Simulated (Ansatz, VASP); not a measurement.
**Si in VASP and in Ansatz**

The input INCAR:

```
ALGO     = Normal         # electronic algorithm
EDIFF    = 1E-7           # SCF threshold, eV
ENCUT    = 520            # plane-wave cutoff, eV
ISIF     = 2              # what is computed and relaxed
ISMEAR   = -1             # smearing method
LASPH    = True           # aspherical terms in the spheres
LCHARG   = False          # write CHGCAR
LREAL    = False          # projectors in reciprocal space
LWAVE    = False          # write WAVECAR
NBANDS   = 11             # bands
NELM     = 100            # most SCF steps
PREC     = Accurate       # precision mode
SIGMA    = 0.08           # smearing width, eV
```

The input KPOINTS:

```
k-points
0
Gamma
  11 11 11
```

File POSCAR:

```
Si
1.0
    0.0000000000      2.7969341000      2.7154700000
    2.7969341000      0.0000000000      2.7154700000
    2.7969341000      2.7969341000      0.0000000000
Si
2
Direct
    0.5000000000      0.5000000000      0.5000000000
    0.7500000000      0.7500000000      0.7500000000
```

Input for Ansatz:

```yaml
crystal:
  lattice:
    - [0.0, 2.7969341, 2.71547]
    - [2.7969341, 0.0, 2.71547]
    - [2.7969341, 2.7969341, 0.0]
  atoms:
    - { symbol: Si, position: [0.5, 0.5, 0.5] }
    - { symbol: Si, position: [0.75, 0.75, 0.75] }
kpoints:
  mp_grid: { grid: [11, 11, 11] }
  band_path:
    path:
      - [0.0, 0.0, 0.0]
      - [0.0, 0.5, 0.5]
      - [0.25, 0.75, 0.5]
      - [0.0, 0.5, 0.0]
      - [0.0, 0.0, 0.0]
      - [0.5, 0.5, 0.0]
      - [0.3826125, 0.6173875, 0.0]
      - [-0.3826125, 0.3826125, 0.0]
      - [0.0, 0.0, 0.0]
    npoints: 5
scf:
  occupations: { method: fermi_dirac, width: 0.08 }
hamiltonian:
  xc: lda
  pseudopotentials: { kind: all_electron, lapw: { basis_error: 0.00025 } }
output:
  forces: true
  stress: true
  eigenvalues: true
```

Change from the starting cell: equal xx and yy strain of +3 %.

Alike in both runs: task single point; functional LDA; k mesh 11 × 11 × 11; occupations fermi-dirac, width 0.08 eV; no spin polarisation.

```csv
,VASP,Ansatz
version,VASP 6.6.1,Ansatz 0.2.0
potentials or method,"VASP PAW LDA potentials, release 64 (Si), cutoff 520 eV","all-electron LAPW, scalar-relativistic"
```

|  | VASP | Ansatz | Ansatz less VASP |
| --- | --- | --- | --- |
| pressure (GPa) | -6.2 | -6.2 | -0.06 |
| traceless stress, the component that is largest in VASP (GPa) | 1.77 | 1.77 | +0.001 |

LDA's correlation is that of Perdew and Zunger in VASP and of Perdew and Wang (1992) in Ansatz. Ansatz ran all-electron here, and VASP with PAW potentials.
